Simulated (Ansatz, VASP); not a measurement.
**CaF2: VASP beside Ansatz**

```
Ca F
1.0
    -0.03413    2.71959    2.71959
     2.71959   -0.03413    2.71959
     2.68546    2.68546    0.00000
Ca F
1 2
Direct
  0.00000 0.00000 0.00000
  0.25174 0.25174 0.24826
  0.74826 0.74826 0.75174
```

Change from the starting cell: shear_xy strain -2.5%.

Alike in both runs: task single point; functional HSE06; k mesh 6 × 6 × 6; no spin polarisation.

|  | VASP | Ansatz |
| --- | --- | --- |
| version | VASP 6.6.1 | Ansatz 0.2.0 |
| potentials or method | VASP PAW PBE potentials, release 64 (Ca_sv, F) | plane waves, PAW |
| plane-wave cutoff (eV) | 520 | 420 |
| occupations | gaussian, width 0.01 eV | fixed |
| valence electrons in the cell | 24 | 24 |

Ansatz gave:

- gap on the k mesh at the Fermi level (eV): 9.45
- pressure (GPa): 1.4
- traceless stress, the component that is largest in VASP (GPa): 0.84

Estimate VASP's values.

gap on the k mesh at the Fermi level (eV): 9.42; pressure (GPa): 1.9; traceless stress, the component that is largest in VASP (GPa): 0.89.

Ansatz's warnings: stress exchange threshold loose, stress scf threshold loose.
